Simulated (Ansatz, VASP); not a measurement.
**MgS: VASP beside Ansatz**

The input POSCAR:

```
MgS
1.0
    2.6016500000      2.6016500000      0.0000000000
   -2.6016500000      2.6016500000      0.0000000000
    0.0000000000      2.6016500000      2.6016500000
Mg S
1 1
Direct
    0.0000000000      0.0000000000      0.0000000000
    0.5000000000      0.5000000000      0.0000000000
```

File INCAR.step1:

```
SYSTEM = MgS
PREC = Accurate
ENCUT = 600
ISMEAR = -1
SIGMA = 0.1
LREAL = .FALSE.
LASPH = .TRUE.
NELM = 80
GGA = PE
ALGO = Normal
EDIFF = 1E-4
LWAVE = .TRUE.
LCHARG = .FALSE.
```

The input INCAR.step2:

```
SYSTEM = MgS
PREC = Accurate
ENCUT = 600
EDIFF = 1E-7
ISMEAR = -1
SIGMA = 0.1
LREAL = .FALSE.
LASPH = .TRUE.
NELM = 80
ALGO = Normal
ISIF = 3
LWAVE = .FALSE.
LCHARG = .FALSE.
METAGGA = R2SCAN
LMIXTAU = .TRUE.
IBRION = 2
NSW = 100
EDIFFG = -0.002
ISTART = 1
```

KPOINTS

```
Automatic mesh
0
G
  12 12 12
  0 0 0
```

Input for Ansatz:

```yaml
crystal:
  lattice:
    - [2.60165, 2.60165, 0.0]
    - [-2.60165, 2.60165, 0.0]
    - [0.0, 2.60165, 2.60165]
  atoms:
    - { symbol: Mg, position: [0.0, 0.0, 0.0] }
    - { symbol: S, position: [0.5, 0.5, 0.0] }
kpoints:
  mp_grid: { grid: [12, 12, 12] }
scf:
  occupations: { method: fermi_dirac, width: 0.1 }
hamiltonian:
  xc: r2scan
  pseudopotentials: { kind: paw }
relax:
  f_tol: 0.002
  max_steps: 80
  cell: {}
output:
  forces: true
  stress: true
  write_density: true
  write_potential: true
  elf: true
  volumetric_format: npy
```

Alike in both runs: task relaxation of cell and atoms; functional r2SCAN; k mesh 12 × 12 × 12; occupations fermi-dirac, width 0.1 eV; no spin polarisation.

|  | VASP | Ansatz |
| --- | --- | --- |
| version | VASP 6.6.1 | Ansatz 0.2.0 |
| potentials or method | VASP PAW PBE potentials, release 64 (Mg, S) | PAW with Ansatz's default frozen-core files, scalar-relativistic |
| plane-wave cutoff (eV) | 600 | 500 |
| valence electrons in the cell | 8 | 16 |

```tsv
	VASP	Ansatz	Ansatz less VASP
relaxed volume (Å³/atom)	17.51	17.61	+0.099
relaxed cell length with the largest relative difference (Å)	3.672	3.679	+0.0069
```

VASP's potentials were made for PBE, not for r2SCAN. VASP's potentials hold 8 valence electrons a cell and Ansatz's 16, so a difference there can come from the potentials and not from the codes.
